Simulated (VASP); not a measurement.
Input of a VASP 6.6.1 run:

Contents of INCAR:

```
PREC = Accurate
ENCUT = 600
EDIFF = 1E-6
ISMEAR = -1
SIGMA = 0.05
LREAL = False
LASPH = True
NELM = 100
ALGO = Normal
ISIF = 3
LWAVE = False
LCHARG = False
GGA = RP
IVDW = 13
IBRION = 2
NSW = 60
EDIFFG = -0.01
```

File KPOINTS:

```
Automatic mesh
0
Gamma
  12 12 3
```

The input POSCAR:

```
C
1.0
    2.5221000000      0.0000000000      0.0000000000
   -1.2610500000      2.1842026709      0.0000000000
    0.0000000000      0.0000000000     12.3557000000
C
12
Direct
    0.6666666667      0.3333333333      0.3541700000
    0.3333333333      0.6666666667      0.8541700000
    0.6666666667      0.3333333333      0.1458300000
    0.3333333333      0.6666666667      0.6458300000
    0.6666666667      0.3333333333      0.4791700000
    0.3333333333      0.6666666667      0.9791700000
    0.6666666667      0.3333333333      0.0208300000
    0.3333333333      0.6666666667      0.5208300000
    0.0000000000      0.0000000000      0.8125000000
    0.0000000000      0.0000000000      0.3125000000
    0.0000000000      0.0000000000      0.6875000000
    0.0000000000      0.0000000000      0.1875000000
```

Potentials or basis: VASP PAW PBE potentials, release 64 (C).

Command:

```bash
$ cat potpaw_PBE.64/C/POTCAR > POTCAR
$ mpirun -np 1 vasp_std > vasp.out
```

Problem. Estimate the space group after relaxing (to 0.1 Å).

Solution. P6_3/mmc (No. 194).

Problem. Estimate the relaxed cell.

Solution. a = 2.505 Å, b = 2.505 Å, c = 12.353 Å, α = 90.00°, β = 90.00°, γ = 120.00°.

Forces in eV/Å, atoms in the order of the input:
```
C    0.000  0.000  0.001
C    0.000  0.000  0.001
C    0.000  0.000 -0.001
C    0.000  0.000 -0.001
C    0.000  0.000  0.000
C    0.000  0.000  0.000
C    0.000  0.000  0.000
C    0.000  0.000  0.000
C    0.000  0.000  0.003
C    0.000  0.000  0.003
C    0.000  0.000 -0.003
C    0.000  0.000 -0.003
```

Caveat: the PAW data sets were made with another functional, which shifts forces and pressure a little.
